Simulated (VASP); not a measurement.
# Pd (P6_3/mmc) in VASP: further runs, part 2 of 2

VASP 6.6.1.

### Step 3. Single point, PBEsol+D3(BJ)

This run uses another cell than the first one, of 14.14 Å³/atom, 0.910 times its volume.

File INCAR:

```
ALGO     = Normal         # electronic algorithm
EDIFF    = 1E-6           # SCF threshold, eV
ENCUT    = 520            # plane-wave cutoff, eV
GGA      = PS             # functional
ISIF     = 2              # what is computed and relaxed
ISMEAR   = -1             # smearing method
IVDW     = 12             # dispersion correction
LASPH    = True           # aspherical terms in the spheres
LCHARG   = True           # write CHGCAR
LELF     = True           # ELF
LREAL    = False          # projectors in reciprocal space
LVHAR    = True         
LWAVE    = False          # write WAVECAR
NBANDS   = 17             # bands
NELM     = 60             # most SCF steps
PREC     = Accurate       # precision mode
SIGMA    = 0.05           # smearing width, eV
```

File KPOINTS:

```
k-points
0
Gamma
  11 11 6
```

File POSCAR:

```
Pd
1.0
    2.6963464522      0.0000000000      0.0000000000
   -1.3481732261      2.3351045250      0.0000000000
    0.0000000000      0.0000000000      4.4906841611
Pd
2
Direct
    0.3333333333      0.6666666667      0.2500000000
    0.6666666667      0.3333333333      0.7500000000
```

Potentials or basis: VASP PAW PBE potentials, release 64 (Pd).

The run is started by

```bash
$ cat potpaw_PBE.64/Pd/POTCAR > POTCAR
$ mpirun -np 1 vasp_std > vasp.out
```

OUTCAR:

```text
EDIFF = 1E-6
   ENCUT = 520
   GGA = PS
   ISIF = 2
   ISMEAR = -1
   IVDW = 12
   LASPH = True
   LREAL = False
   NELM = 60
   PREC = Accurate
 IVDW          = 12

 ion  position               nearest neighbor table
   1  0.333  0.667  0.250-   2 2.73   2 2.73   2 2.73   2 2.73   2 2.73   2 2.73
   2  0.667  0.333  0.750-   1 2.73   1 2.73   1 2.73   1 2.73   1 2.73   1 2.73

  LATTYP: Found a hexagonal cell.
 ALAT       =     2.6963464522
 C/A-ratio  =     1.6654700131

  Lattice vectors:

 A1 = (   2.6963464522,   0.0000000000,   0.0000000000)
 A2 = (  -1.3481732261,   2.3351045250,   0.0000000000)
 A3 = (   0.0000000000,   0.0000000000,   4.4906841611)

Analysis of symmetry for initial positions (statically):
=====================================================================
 Subroutine PRICEL returns:
 Original cell was already a primitive cell.

 Routine SETGRP: Setting up the symmetry group for a
 hexagonal supercell.

 Subroutine GETGRP returns: Found 24 space group operations
 (whereof 12 operations were pure point group operations)
 out of a pool of 24 trial point group operations.

The static configuration has the point symmetry D_3d.
 The point group associated with its full space group is D_6h.

Analysis of symmetry for dynamics (positions and initial velocities):
=====================================================================
 Subroutine PRICEL returns:
 Original cell was already a primitive cell.

 Routine SETGRP: Setting up the symmetry group for a
 hexagonal supercell.

 Subroutine GETGRP returns: Found 24 space group operations
 (whereof 12 operations were pure point group operations)
 out of a pool of 24 trial point group operations.

The dynamic configuration has the point symmetry D_3d.
 The point group associated with its full space group is D_6h.

 Subroutine INISYM returns: Found 24 space group operations
[... 112 lines left out ...]
   ISMEAR =    -1;   SIGMA  =   0.05  broadening in eV -4-tet -1-fermi 0-gaus
   EFERMI_NEDOS =   21; number of points for ismear=-14 and -15
   IALGO  =     38    algorithm
   IMIX   =      4    mixing-type and parameters
     AMIX     =   0.40;   BMIX     =  1.00
     AMIX_MAG =   1.60;   BMIX_MAG =  1.00
  volume/ion in A,a.u.               =      14.14        95.40
  Fermi-wavevector in a.u.,A,eV,Ry     =   1.458657  2.756463 28.948866  2.127682
  Thomas-Fermi vector in A             =   2.575316
   LORBIT       =      0    0 simple, 1 ext, 2 COOP (PROOUT), +10 PAW based schemes
   GGA     = PS    functional components
   LHFCALC =     F    Hartree Fock is set to
   AEXX    =    0.0000 exact exchange contribution
   IVDW    =    12    specifies the selected vdW correction
   LEPSILON=     F    determine dielectric tensor
   LRPA    =     F    only Hartree local field effects (RPA)
 non-spin polarized calculation
  energy-cutoff  :      520.00
  volume of cell :       28.27
 maximum number of plane-waves:       775
 NGX is ok and might be reduce to    20
   NGX =  9   NGY =  9   NGZ = 17

 number of electron      19.9999994 magnetization

 Free energy of the ion-electron system (eV)
  ---------------------------------------------------
  ext. energy  EPLUGINS =         0.00000000
  ---------------------------------------------------
  free energy    TOTEN  =       -11.83664618 eV

  energy without entropy =      -11.79387119  energy(sigma->0) =      -11.81525868

 E-fermi :  10.3732     XC(G=0): -13.6445

 val. band max:       10.3706124938   @ k =   0.4545   0.0909   0.0000
 cond. band min:      10.3892358636   @ k =   0.3636   0.0000   0.0000
 fundamental gap:      0.0186233698
 Fermi energy:        10.3731716413

 k-point     1 :       0.0000    0.0000    0.0000
  band No.  band energies     occupation
      1       2.7792      2.00000
      2       4.6600      2.00000
      3       7.1785      2.00000
      4       7.4006      2.00000
      5       7.4006      2.00000
      6       7.7861      2.00000
[... 457 lines left out ...]
      4       6.6883      2.00000
      5       7.2209      2.00000
      6       7.7325      2.00000
[... 9 lines left out ...]
     16      28.2600      0.00000
     17      29.5626      0.00000

 [... further k-points ...]

------------------------ aborting loop because EDIFF is reached ----------------------------------------

 Edisp (eV)   -1.29833

 E8    (eV) :    -0.8668

  FORCE on cell =-STRESS in cart. coord.  units (eV):
  Direction    XX          YY          ZZ          XY          YZ          ZX
  --------------------------------------------------------------------------------------
  -------------------------------------------------------------------------------------
  Total      -0.06487    -0.06487    -0.07986     0.00000     0.00000     0.00000
  in kB      -3.67594    -3.67594    -4.52545     0.00000     0.00000     0.00000
  external pressure =       -3.96 kB  Pullay stress =        0.00 kB

 VOLUME and BASIS-vectors are now :
 -----------------------------------------------------------------------------
  energy-cutoff  :      520.00
  volume of cell :       28.27
      direct lattice vectors                 reciprocal lattice vectors
     2.696346452  0.000000000  0.000000000     0.370872222  0.214123177  0.000000000
    -1.348173226  2.335104525  0.000000000     0.000000000  0.428246354  0.000000000
     0.000000000  0.000000000  4.490684161     0.000000000  0.000000000  0.222683218

 POSITION                                       TOTAL-FORCE (eV/Angst)
 -----------------------------------------------------------------------------------
     -0.00000      1.55674      1.12267         0.000000      0.000000      0.000000
      1.34817      0.77837      3.36801        -0.000000     -0.000000      0.000000
 -----------------------------------------------------------------------------------
    total drift:                               -0.000000      0.000000     -0.000000

  FREE ENERGIE OF THE ION-ELECTRON SYSTEM (eV)
  ---------------------------------------------------
  free  energy   TOTEN  =       -13.1349808865 eV

  energy  without entropy=      -13.0922058982  energy(sigma->0) =      -13.11359339
```

OSZICAR:

```text
N       E                     dE             d eps       ncg     rms          rms(c)
DAV:   1     0.107410416656E+03    0.10741E+03   -0.10585E+04  2176   0.117E+03
DAV:   2    -0.108012289857E+02   -0.11821E+03   -0.11169E+03  2239   0.257E+02
DAV:   3    -0.125928418470E+02   -0.17916E+01   -0.17783E+01  2720   0.355E+01
DAV:   4    -0.126035275178E+02   -0.10686E-01   -0.10684E-01  2531   0.259E+00
DAV:   5    -0.126036836979E+02   -0.15618E-03   -0.15618E-03  2685   0.333E-01    0.134E+01
DAV:   6    -0.118803817163E+02    0.72330E+00   -0.14325E+00  2315   0.127E+01    0.609E+00
DAV:   7    -0.118452517860E+02    0.35130E-01   -0.25589E-02  2711   0.153E+00    0.280E+00
DAV:   8    -0.118366708898E+02    0.85809E-02   -0.39010E-03  2368   0.522E-01    0.201E-01
DAV:   9    -0.118366361365E+02    0.34753E-04   -0.57059E-05  2665   0.687E-02    0.276E-02
DAV:  10    -0.118366455843E+02   -0.94478E-05   -0.32844E-06  2555   0.148E-02    0.550E-03
DAV:  11    -0.118366461775E+02   -0.59320E-06   -0.28183E-07  1354   0.474E-03
   1 F= -.13134981E+02 E0= -.13113593E+02  d E =-.427750E-01
```

stdout:

```text
POSCAR found type information on POSCAR Pd
 POSCAR found :  1 types and       2 ions
 scaLAPACK will be used
 -----------------------------------------------------------------------------
|                                                                             |
|                                                                             |
|     You enforced a specific xc type in the INCAR file but a different       |
|     I HOPE YOU KNOW WHAT YOU ARE DOING!                                     |
|                                                                             |
 -----------------------------------------------------------------------------

 LDA part: xc-table for (Slater+PW92), standard interpolation
 POSCAR, INCAR and KPOINTS ok, starting setup
 FFT: planning ... GRIDC
 FFT: planning ... GRID_SOFT
 FFT: planning ... GRID
 WAVECAR not read
 entering main loop
```

Run time: 13 s. Hardware: 1 thread of AMD EPYC 9R45 (Zen 5), shared host; peak memory 0.13 GiB.

What came out:

```yaml
Free_energy: -13.1350 eV
Pressure: -0.4 GPa
Band_gap_on_the_k_mesh: zero (band 10 reaches 10.54 eV, above the bottom of band 11 at 9.61 eV)
Dispersion_energy_per_atom: -0.649 eV
```

Caveat: the PAW data sets were made with another functional, which shifts forces and pressure a little; pairwise dispersion overbinds metals, which lowers pressure and volume.

### Step 4. Single point, PBE+D3(BJ)

This run uses another cell than the first one, of 14.79 Å³/atom, 0.952 times its volume.

File INCAR:

```
PREC = Accurate
ENCUT = 520
EDIFF = 1E-7
ISMEAR = -1
SIGMA = 0.05
LREAL = F
LASPH = T
NELM = 80
ALGO = Normal
ISIF = 2
LWAVE = F
LCHARG = T
GGA = PE
IVDW = 12
LELF = T
LVHAR = T
NBANDS = 17
```

File KPOINTS:

```
regular mesh
0
Gamma
  11 11 6
```

File POSCAR:

```
Pd
1.0
    2.7362198508      0.0000000000      0.0000000000
   -1.3681099254      2.3696359011      0.0000000000
    0.0000000000      0.0000000000      4.5610946587
Pd
2
Direct
    0.3333333333      0.6666666667      0.2500000000
    0.6666666667      0.3333333333      0.7500000000
```

The run is started by

```bash
$ cat potpaw_PBE.64/Pd/POTCAR > POTCAR
$ mpirun -np 1 vasp_std > vasp.out
```

It took 15 s on 1 thread of AMD EPYC 9R45 (Zen 5), shared host; peak memory 0.13 GiB.

The run converged. Its results:

```yaml
Free_energy: -11.6854 eV
Pressure: -0.3 GPa
Band_gap_on_the_k_mesh: zero (band 10 reaches 9.90 eV, above the bottom of band 11 at 9.04 eV)
Dispersion_energy_per_atom: -0.666 eV
```

Stress tensor (GPa, compression positive):
```
-0.31  0.00  0.00
 0.00 -0.31  0.00
 0.00  0.00 -0.39
```

Levels at points of the mesh, in eV from the Fermi level:
| k point | band 7 | band 8 | band 9 | band 10 | band 11 | band 12 | band 13 | band 14 |
| --- | --- | --- | --- | --- | --- | --- | --- | --- |
| (0.00, 0.00, 0.00) | -2.40 | -1.68 | -1.68 | -0.25 | -0.25 | 0.84 | 6.98 | 17.15 |
| (0.00, 0.00, 0.50) | -2.79 | -2.79 | -0.71 | -0.71 | -0.71 | -0.71 | 14.06 | 14.06 |

Caveat: pairwise dispersion overbinds metals, which lowers pressure and volume.

### Step 5. Single point, PBE+D4

This run uses another cell than the first one, of 14.98 Å³/atom, 0.965 times its volume.

File INCAR:

```
SYSTEM = Pd
  PREC = Accurate
  ENCUT = 520
  EDIFF = 1E-7
  ISMEAR = -1
  SIGMA = 0.05
  LREAL = .False.
  LASPH = .True.
  NELM = 100
  ALGO = Normal
  ISIF = 2
  LWAVE = .False.
  LCHARG = .False.
  GGA = PE
  IVDW = 13
  NBANDS = 17
```

File KPOINTS:

```
regular mesh
0
Gamma
  11 11 6
  0 0 0
```

File POSCAR:

```
Pd
1.0
    2.7477574681      0.0000000000      0.0000000000
   -1.3738787340      2.3796277708      0.0000000000
    0.0000000000      0.0000000000      4.5821292480
Pd
2
Direct
    0.3333333333      0.6666666667      0.2500000000
    0.6666666667      0.3333333333      0.7500000000
```

The run is started by

```bash
$ cat potpaw_PBE.64/Pd/POTCAR > POTCAR
$ mpirun -np 1 vasp_std > vasp.out
```

It took 15 s on 1 thread of AMD EPYC 9R45 (Zen 5), shared host; peak memory 0.12 GiB.

The run converged. Its results:

```yaml
Free_energy: -11.3378 eV
Pressure: -0.3 GPa
Band_gap_on_the_k_mesh: zero (band 10 reaches 9.67 eV, above the bottom of band 11 at 8.83 eV)
Dispersion_energy_per_atom: -0.485 eV
```

Stress tensor (GPa, compression positive):
```
-0.27  0.00  0.00
 0.00 -0.27  0.00
 0.00  0.00 -0.35
```

Levels at points of the mesh, in eV from the Fermi level:
```csv
k point,band 6,band 7,band 8,band 9,band 10,band 11,band 12,band 13,band 14,band 15
"(0.00, 0.00, 0.00)",-2.35,-2.35,-1.64,-1.64,-0.25,-0.25,0.87,6.87,17.14,18.70
"(0.00, 0.00, 0.50)",-2.73,-2.73,-2.73,-0.70,-0.70,-0.70,-0.70,13.95,13.95,17.65
```

Caveat: pairwise dispersion overbinds metals, which lowers pressure and volume.

### Step 6. Summary

```csv
level,cell,gap on the mesh (eV),pressure (GPa)
PBE,"a = 2.784, b = 2.784, c = 4.629 Å, angles 90.0, 90.0, 120.0°, 2 atoms",none,-1.6
PBEsol+D3(BJ),"a = 2.696, b = 2.696, c = 4.491 Å, angles 90.0, 90.0, 120.0°, 2 atoms",none,-0.4
PBE+D3(BJ),"a = 2.736, b = 2.736, c = 4.561 Å, angles 90.0, 90.0, 120.0°, 2 atoms",none,-0.3
PBE+D4,"a = 2.748, b = 2.748, c = 4.582 Å, angles 90.0, 90.0, 120.0°, 2 atoms",none,-0.3
```

Alike in all rows: task single point; potentials or basis VASP PAW PBE potentials, release 64 (Pd); no spin polarisation; k mesh 11 × 11 × 6; cutoff (eV) 520; smearing fermi-dirac 0.05 eV.

Caveats: pairwise dispersion overbinds metals, which lowers pressure and volume (some runs); the PAW data sets were made with another functional, which shifts forces and pressure a little (some runs).

Total energies depend on the potentials used, so only differences within one code and one set of settings carry meaning.
